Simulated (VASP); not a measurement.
Here is a VASP 6.6.1 calculation.

The input INCAR:

```
SYSTEM = MgB2
  PREC = Accurate
  ENCUT = 520
  EDIFF = 1E-6
  ISMEAR = -1
  SIGMA = 0.1
  LREAL = .False.
  LASPH = .True.
  NELM = 100
  ALGO = Normal
  ISIF = 2
  LWAVE = .False.
  LCHARG = .False.
  GGA = PS
  NBANDS = 11
```

File KPOINTS:

```
Automatic mesh
0
Gamma
  16 16 12
  0 0 0
```

The input POSCAR:

```
MgB2
1.0
    3.0586215430      0.0000000000      0.0000000000
   -1.5293107715      2.6488439568      0.0000000000
    0.0000000000      0.0000000000      3.4860828671
Mg B
1 2
Direct
    0.0000000000      0.0000000000      0.0000000000
    0.3333333333      0.6666666667      0.5000000000
    0.6666666667      0.3333333333      0.5000000000
```

Potentials or basis: VASP PAW PBE potentials, release 64 (Mg, B).

The run is started by

```sh
$ cat potpaw_PBE.64/Mg/POTCAR potpaw_PBE.64/B/POTCAR > POTCAR
$ mpirun -np 1 vasp_std > vasp.out
```

Estimate the band gap on the k mesh.

zero (bands 4 and 5 overlap by 3.07 eV).

Estimate the pressure.

1.0 GPa.

Stress tensor (GPa, compression positive):
```
1.13 0.00 0.00
0.00 1.13 0.00
0.00 0.00 0.79
```

Caveat: the PAW data sets were made with another functional, which shifts forces and pressure a little.
